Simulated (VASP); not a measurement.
# Ag (I4/mmm) in VASP: further runs

The runs below take Ag through single point, with PBEsol.

All numbers are computed with VASP 6.6.1; they aren't measurements. Logs are shortened: lines on timing, memory, paths and dates and some standing lists are left out, and cuts for length are marked.

## (1) The cell of the first run

It takes space group I4/mmm (No. 139, tetragonal). Conventional cell: a = 3.214 Å, b = 3.214 Å, c = 4.086 Å, α = 90.00°, β = 90.00°, γ = 90.00°. Within 4.0 Å of Ag (site symmetry 4/mmm) lie 12 Ag at 3.06 to 3.21 Å.

## (2) Single point, PBEsol (strain +0.1125 x Voigt [1, 1, 0, 0, 0, 0])

INCAR

```
SYSTEM = Ag
ALGO     = Fast           ! electronic algorithm
EDIFF    = 1E-7           ! SCF threshold, eV
ENCUT    = 520            ! plane-wave cutoff, eV
GGA      = PS             ! functional
ISIF     = 2              ! what is computed and relaxed
ISMEAR   = 0              ! smearing method
LASPH    = .True.         ! aspherical terms in the spheres
LCHARG   = .False.        ! write CHGCAR
LREAL    = .False.        ! projectors in reciprocal space
LWAVE    = .False.        ! write WAVECAR
NBANDS   = 12             ! bands
NELM     = 80             ! most SCF steps
PREC     = Accurate       ! precision mode
SIGMA    = 0.15           ! smearing width, eV
```

KPOINTS

```
k-points
0
Gamma
  20 20 20
  0 0 0
```

POSCAR

```
Ag
1.0
    0.0000000000      2.2729487500      2.0431000000
    2.2729487500      0.0000000000      2.0431000000
    2.2729487500      2.2729487500      0.0000000000
Ag
1
Direct
    0.0000000000      0.0000000000      0.0000000000
```

Potentials or basis: VASP PAW PBE potentials, release 64 (Ag).

Launch:

```sh
$ cat potpaw_PBE.64/Ag/POTCAR > POTCAR
$ mpirun -np 1 vasp_std > vasp.out
```

OUTCAR:

```text
SYSTEM = Ag
   EDIFF = 1E-7
   ENCUT = 520
   GGA = PS
   ISIF = 2
   ISMEAR = 0
   LASPH = .True.
   LREAL = .False.
   NELM = 80
   PREC = Accurate

 ion  position               nearest neighbor table
   1  0.000  0.000  0.000-

  LATTYP: Found a body centered tetragonal cell.
 ALAT       =     3.2144349488
 C/A-ratio  =     1.2712032021

  Lattice vectors:

 A1 = (   0.0000000000,  -2.2729487500,  -2.0431000000)
 A2 = (   0.0000000000,   2.2729487500,  -2.0431000000)
 A3 = (   2.2729487500,   0.0000000000,   2.0431000000)

Analysis of symmetry for initial positions (statically):
=====================================================================
 Subroutine PRICEL returns:
 Original cell was already a primitive cell.

 Routine SETGRP: Setting up the symmetry group for a
 body centered tetragonal supercell.

 Subroutine GETGRP returns: Found 16 space group operations
 (whereof 16 operations were pure point group operations)
 out of a pool of 16 trial point group operations.

The static configuration has the point symmetry D_4h.

Analysis of symmetry for dynamics (positions and initial velocities):
=====================================================================
 Subroutine PRICEL returns:
 Original cell was already a primitive cell.

 Routine SETGRP: Setting up the symmetry group for a
 body centered tetragonal supercell.

 Subroutine GETGRP returns: Found 16 space group operations
 (whereof 16 operations were pure point group operations)
 out of a pool of 16 trial point group operations.

The dynamic configuration has the point symmetry D_4h.

 Subroutine INISYM returns: Found 16 space group operations
 (whereof 16 operations are pure point group operations),
 and found     1 'primitive' translations

----------------------------------------------------------------------------------------

                                     Primitive cell

  volume of cell :      21.1105

  direct lattice vectors                    reciprocal lattice vectors
     0.000000000  2.272948750  2.043100000    -0.219978563  0.219978563  0.244726151
     2.272948750  0.000000000  2.043100000     0.219978563 -0.219978563  0.244726151
     2.272948750  2.272948750  0.000000000     0.219978563  0.219978563 -0.244726151

  length of vectors
     3.056231933  3.056231933  3.214434949     0.395818172  0.395818172  0.395818172

  position of ions in fractional coordinates (direct lattice)
     0.000000000  0.000000000  0.000000000

  ion indices of the primitive-cell ions
   primitive index   ion index
                 1           1

----------------------------------------------------------------------------------------

 KPOINTS: k-points

Automatic generation of k-mesh.
 Grid dimensions read from file:
 generate k-points for:   20   20   20

 Generating k-lattice:

  Cartesian coordinates                     Fractional coordinates (reciprocal lattice)
    -0.010998928  0.010998928  0.012236308     0.050000000 -0.000000000  0.000000000
     0.010998928 -0.010998928  0.012236308    -0.000000000  0.050000000  0.000000000
     0.010998928  0.010998928 -0.012236308     0.000000000  0.000000000  0.050000000

  Length of vectors
     0.019790909  0.019790909  0.019790909

  Shift w.r.t. Gamma in fractional coordinates (k-lattice)
     0.000000000  0.000000000  0.000000000

 Subroutine IBZKPT returns following result:
 ===========================================

 Found    641 irreducible k-points:

 Following reciprocal coordinates:
            Coordinates               Weight
  0.000000  0.000000  0.000000      1.000000
  0.050000  0.000000  0.000000      8.000000
  0.100000  0.000000  0.000000      8.000000
  0.150000  0.000000  0.000000      8.000000
  0.200000  0.000000  0.000000      8.000000
  0.250000  0.000000  0.000000      8.000000
[... 16 lines left out ...]
 -0.400000  0.050000  0.000000      8.000000
 -0.350000  0.050000  0.000000      8.000000
 [... further k-points ...]
   k-points           NKPTS =    641   k-points in BZ     NKDIM =    641   number of bands    NBANDS=     12
   number of dos      NEDOS =    301   number of ions     NIONS =      1
   total plane-waves  NPLWV =  13824
   dimension x,y,z NGX =    24 NGY =   24 NGZ =   24
   dimension x,y,z NGXF=    48 NGYF=   48 NGZF=   48
   ions per type =               1
   NGX,Y,Z   is equivalent  to a cutoff of  13.05, 13.05, 12.41 a.u.
   NGXF,Y,Z  is equivalent  to a cutoff of  26.11, 26.11, 24.82 a.u.
 SYSTEM =  Ag
   PREC   = accura    normal or accurate (medium, high low for compatibility)
   ISTART =      0    job   : 0-new  1-cont  2-samecut
   ICHARG =      2    charge: 1-file 2-atom 10-const
   ISPIN  =      1    spin polarized calculation?
   LNONCOLLINEAR =      F non collinear calculations
   LSORBIT =      F    spin-orbit coupling
   LASPH  =      T    aspherical Exc in radial PAW
   ENCUT  =  520.0 eV  38.22 Ry    6.18 a.u.   5.68  5.68  5.98*2*pi/ulx,y,z
   NELM   =     80;   NELMIN=  2; NELMDL= -5     # of ELM steps
   EDIFF  = 0.1E-06   stopping-criterion for ELM
   LREAL  =      F    real-space projection
   EDIFFG = 0.1E-05   stopping-criterion for IOM
   NSW    =      0    number of steps for IOM
   IBRION =     -1    ionic relax: 0-MD 1-quasi-New 2-CG
   NFREE  =      0    steps in history (QN), initial steepest desc. (CG)
   ISIF   =      2    stress and relaxation
   ISYM   =      2    0-nonsym 1-usesym 2-fastsym
   POTIM  = 0.5000    time-step for ionic-motion
   TEBEG  =    0.0;   TEEND  =   0.0 temperature during run
   PSTRESS=    0.0 pullay stress
   NELECT =      11.0000    total number of electrons
   NUPDOWN=      -1.0000    fix difference up-down
   EMIN   =  10.00;   EMAX   =-10.00  energy-range for DOS
   EFERMI =   0.00;   METHOD = LEGACY
   ISMEAR =     0;   SIGMA  =   0.15  broadening in eV -4-tet -1-fermi 0-gaus
   EFERMI_NEDOS =   21; number of points for ismear=-14 and -15
   IALGO  =     68    algorithm
   IMIX   =      4    mixing-type and parameters
     AMIX     =   0.40;   BMIX     =  1.00
     AMIX_MAG =   1.60;   BMIX_MAG =  1.00
  volume/ion in A,a.u.               =      21.11       142.46
  Fermi-wavevector in a.u.,A,eV,Ry     =   1.317365  2.489459 23.612235  1.735450
  Thomas-Fermi vector in A             =   2.447411
   LORBIT       =      0    0 simple, 1 ext, 2 COOP (PROOUT), +10 PAW based schemes
   GGA     = PS    functional components
   LHFCALC =     F    Hartree Fock is set to
   AEXX    =    0.0000 exact exchange contribution
   IVDW    =     0    specifies the selected vdW correction
   LEPSILON=     F    determine dielectric tensor
   LRPA    =     F    only Hartree local field effects (RPA)
 non-spin polarized calculation
 RMM-DIIS sequential band-by-band and
 Gauss-broadening in eV      SIGMA  =   0.15
  energy-cutoff  :      520.00
  volume of cell :       21.11
 maximum number of plane-waves:       588
   NGX = 11   NGY = 11   NGZ = 11

 number of electron      11.0000001 magnetization

 Free energy of the ion-electron system (eV)
  ---------------------------------------------------
  ext. energy  EPLUGINS =         0.00000000
  ---------------------------------------------------
  free energy    TOTEN  =        -3.04645655 eV

  energy without entropy =       -3.04302169  energy(sigma->0) =       -3.04473912

 E-fermi :   5.6058     XC(G=0): -11.1824

 val. band max:        5.5931785416   @ k =   0.4500   0.2000   0.0000
 cond. band min:       5.6088393773   @ k =   0.5000   0.1000   0.3500
 fundamental gap:      0.0156608358
 Fermi energy:         5.6058097327

 k-point     1 :       0.0000    0.0000    0.0000
  band No.  band energies     occupation
      1      -0.7832      2.00000
      2       1.3679      2.00000
      3       1.3679      2.00000
      4       1.7982      2.00000
      5       1.9575      2.00000
      6       2.3943      2.00000
      7      21.1328      0.00000
      8      23.1547      0.00000
      9      23.1547      0.00000
     10      23.7695      0.00000
     11      27.3360      0.00000
     12      27.6809      0.00000

 k-point     2 :       0.0500    0.0000    0.0000
  band No.  band energies     occupation
      1      -0.7166      2.00000
      2       1.3694      2.00000
      3       1.3834      2.00000
      4       1.7989      2.00000
      5       1.9573      2.00000
      6       2.3853      2.00000
      7      21.0759      0.00000
      8      22.6327      0.00000
      9      23.1325      0.00000
     10      23.5845      0.00000
     11      27.0848      0.00000
     12      27.7664      0.00000

 k-point     3 :       0.1000    0.0000    0.0000
  band No.  band energies     occupation
      1      -0.5222      2.00000
      2       1.3736      2.00000
      3       1.4218      2.00000
      4       1.8051      2.00000
      5       1.9644      2.00000
      6       2.3617      2.00000
      7      20.4430      0.00000
      8      21.7991      0.00000
      9      23.0545      0.00000
     10      23.4793      0.00000
     11      26.3843      0.00000
     12      27.1565      0.00000
[... 286 lines left out ...]
 k-point    23 :      -0.4000    0.0500    0.0000
  band No.  band energies     occupation
      1       0.4511      2.00000
      2       1.3190      2.00000
      3       1.7140      2.00000
      4       2.5393      2.00000
      5       2.7140      2.00000
      6       4.5298      2.00000
      7       9.9285      0.00000
      8      19.8691      0.00000
      9      20.5181      0.00000
     10      22.0339      0.00000
     11      24.7870      0.00000
     12      25.7031      0.00000

 k-point    24 :      -0.3500    0.0500    0.0000
  band No.  band energies     occupation
      1       0.4908      2.00000
      2       1.3580      2.00000
      3       1.7468      2.00000
      4       2.4539      2.00000
      5       2.5605      2.00000
      6       3.5717      2.00000
      7      11.4617      0.00000
      8      20.2194      0.00000
      9      21.1490      0.00000
     10      21.8602      0.00000
     11      24.7106      0.00000
     12      25.5465      0.00000

 [... further k-points ...]
[... 5 lines left out ...]
  --------------------------------------------------------------------------------------
  -------------------------------------------------------------------------------------
  Total       -1.8913593     -1.8913593     -1.7597087      0.0000000      0.0000000     -0.0000000
  in kB     -143.5442202   -143.5442202   -133.5526343      0.0000000      0.0000000     -0.0000000
  external PRESSURE =    -140.2136916 kB  Pullay stress =       0.0000000 kB

 VOLUME and BASIS-vectors are now :
 -----------------------------------------------------------------------------
  energy-cutoff  :      520.00
  volume of cell :       21.11
      direct lattice vectors                 reciprocal lattice vectors
     0.000000000  2.272948750  2.043100000    -0.219978563  0.219978563  0.244726151
     2.272948750  0.000000000  2.043100000     0.219978563 -0.219978563  0.244726151
     2.272948750  2.272948750  0.000000000     0.219978563  0.219978563 -0.244726151

 POSITION                                       TOTAL-FORCE (eV/Angst)
 -----------------------------------------------------------------------------------
      0.00000      0.00000      0.00000         0.000000      0.000000      0.000000
 -----------------------------------------------------------------------------------
    total drift:                               -0.000000      0.000000     -0.000000

  FREE ENERGIE OF THE ION-ELECTRON SYSTEM (eV)
  ---------------------------------------------------
  free  energy   TOTEN  =        -3.0464565511 eV

  energy  without entropy=       -3.0430216894  energy(sigma->0) =       -3.04473912
```

Run time: 49 s. Hardware: 1 thread of Intel Xeon Platinum 8559C (Emerald Rapids), shared host; peak memory 0.26 GiB.

What came out:

- Free energy: -3.0465 eV
- Pressure: -14.0 GPa

Stress tensor (GPa, compression positive):
```
-14.35   0.00   0.00
  0.00 -14.35   0.00
  0.00   0.00 -13.36
```

Caveat: the cell differs from its parent crystal (strain +0.1125 x Voigt [1, 1, 0, 0, 0, 0]); the PAW data sets were made with another functional, which shifts forces and pressure a little.

## (3) Single point, PBEsol (strain +0.1312 x Voigt [1, 1, 0, 0, 0, 0])

INCAR

```
SYSTEM = Ag
PREC = Accurate
ENCUT = 520
EDIFF = 1E-7
ISMEAR = 0
SIGMA = 0.15
LREAL = .False.
LASPH = .True.
NELM = 80
ALGO = Fast
ISIF = 2
LWAVE = .False.
LCHARG = .True.
GGA = PS
LELF = .True.
LVHAR = .True.
NBANDS = 12
```

KPOINTS

```
Automatic mesh
0
Gamma
  20 20 20
  0 0 0
```

POSCAR

```
Ag
1.0
    0.0000000000      2.3111547200      2.0431000000
    2.3111547200      0.0000000000      2.0431000000
    2.3111547200      2.3111547200      0.0000000000
Ag
1
Direct
    0.0000000000      0.0000000000      0.0000000000
```

Potentials or basis: VASP PAW PBE potentials, release 64 (Ag).

Launch:

```sh
$ cat potpaw_PBE.64/Ag/POTCAR > POTCAR
$ mpirun -np 1 vasp_std > vasp.out
```

Run time: 52 s. Hardware: 1 thread of Intel Xeon Platinum 8559C (Emerald Rapids), shared host; peak memory 0.27 GiB.

The run converged. Its results:

* Free energy: -2.9815 eV
* Pressure: -14.5 GPa

Stress tensor (GPa, compression positive):
```
-14.78   0.00   0.00
  0.00 -14.78   0.00
  0.00   0.00 -13.93
```

Levels at points of the mesh, in eV from the Fermi level:
```
           k point  band 2  band 3  band 4  band 5  band 6  band 7  band 8  band 9  band 10  band 11
(0.00, 0.00, 0.00)   -4.17   -4.17   -3.70   -3.64   -3.17   15.45   17.26   17.26    17.87    21.25
(0.50, 0.00, 0.00)   -4.28   -3.78   -2.98   -2.73    0.19    2.46   13.70   14.06    17.67    18.52
(0.50, 0.50, 0.00)   -5.00   -2.86   -2.70   -2.70    3.04    6.79    8.15    8.15    12.93    13.35
(0.50, 0.00, 0.50)   -4.98   -2.92   -2.90   -2.59    1.23    4.19   10.10   10.22    15.16    15.20
```

Caveat: the cell differs from its parent crystal (strain +0.1312 x Voigt [1, 1, 0, 0, 0, 0]); the PAW data sets were made with another functional, which shifts forces and pressure a little.

(Continued in part 2 of 2.)
